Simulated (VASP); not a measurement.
Set up this calculation in VASP 6.6.1, as the native input.

* Task: single point
* Functional: PBE
* Potentials or basis: VASP PAW PBE potentials, release 64 (Al)
* Cutoff: 520 eV
* k mesh: 20 × 20 × 12
* Occupations: gaussian, width 0.15 eV
* Spin: no spin polarisation
* Dipole correction: no
* Further INCAR settings: ALGO = Fast; EDIFF = 1e-07; NBANDS = 10

The structure of Al lies in POSCAR:

```
Al
1.0
   -1.6175102401      1.6175102401      1.6175102401
    1.6175102401     -1.6175102401      1.6175102401
    3.2350204801      3.2350204801      0.0000000000
Al
2
Direct
   -0.0095208053     -0.0095208053      0.0000000000
    0.5095208053      0.5095208053      0.5000000000
```

This cell differs from its parent crystal: mode 1 frozen in at +0.000 Å and mode 5 at -0.031 Å (largest displacements).

These files were run (other wordings do the same):

INCAR

```
SYSTEM = Al
ALGO = Fast ; EDIFF = 1E-7
ENCUT = 520 ; GGA = PE
ISIF = 2 ; ISMEAR = 0
LASPH = .TRUE. ; LCHARG = .FALSE.
LREAL = .FALSE. ; LWAVE = .FALSE.
NBANDS = 10 ; NELM = 100
PREC = Accurate ; SIGMA = 0.15
```

KPOINTS

```
k-points
0
G
  20 20 12
  0 0 0
```

Potentials or basis: VASP PAW PBE potentials, release 64 (Al).

Run with:

```console
$ cat potpaw_PBE.64/Al/POTCAR > POTCAR
$ mpirun -np 1 vasp_std > vasp.out
```

Results of the run:

- Pressure: 0.0 GPa
- Largest force: 0.121 eV/Å
- Band gap on the k mesh: zero (band 3 reaches 12.73 eV, above the bottom of band 4 at 3.91 eV)

Caveat: the cell differs from its parent crystal (mode 1 frozen in at +0.000 Å and mode 5 at -0.031 Å (largest displacements)).

It took 120 s on 1 thread of Intel(R) Xeon(R) Platinum 8488C (Sapphire Rapids) (shared host), peak memory 0.32 GiB.
